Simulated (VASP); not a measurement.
A run of VASP 6.6.1 is set up as follows.

The input INCAR:

```
PREC = Accurate
ENCUT = 520
EDIFF = 1E-6
ISMEAR = -1
SIGMA = 0.02
LREAL = Auto
LASPH = T
NELM = 100
ALGO = Normal
ISIF = 2
LWAVE = F
LCHARG = F
GGA = PE
IVDW = 12
NBANDS = 38
```

KPOINTS

```
regular mesh
0
Gamma
  1 1 1
```

Contents of POSCAR:

```
H8SO6
1.0
    6.4645150000      0.0000000000      0.0000000000
    0.0000000000      5.4671040000      0.0000000000
    0.0000000000      0.0000000000      5.8135520000
O H S
6 8 1
Direct
    0.7095969303      0.4683466786      0.4600457689
    0.5231792331      0.1134238529      0.6256072019
    0.0979655860      0.7276064256      0.5043560288
    0.2044700956      0.3054084941      0.1356485673
    0.8803754033      0.9202861332      0.1675051672
    0.5427011926      0.6513503310     -0.0096670676
    0.8032930545      0.5105628135      0.5833954870
    0.5534831306      0.4738157533      0.4790358803
    0.5594232514     -0.0539956803      0.5910500155
    0.4154217292      0.0875051947      0.7401843142
    0.0682804510      0.7672800810      0.3433873130
    0.0810269603      0.5536386357      0.4795691171
    0.3626412809      0.3027379761      0.1447823981
    0.1177969268      0.2095442121      0.2596519305
    0.6735849480      0.7820410952      0.1533313885
```

Potentials or basis: VASP PAW PBE potentials, release 64 (O, H, S).

Run with:

```console
$ cat potpaw_PBE.64/O/POTCAR potpaw_PBE.64/H/POTCAR potpaw_PBE.64/S/POTCAR > POTCAR
$ mpirun -np 1 vasp_gam > vasp.out
```

(1) What does it give for the band gap on the k mesh?

(2) Predict the pressure.

(3) Predict the largest force.

Results:

(1) 2.49 eV.

(2) -2.3 GPa.

(3) 4.019 eV/Å.

Caveat: the k points lie up to 1.15 Å⁻¹ apart.
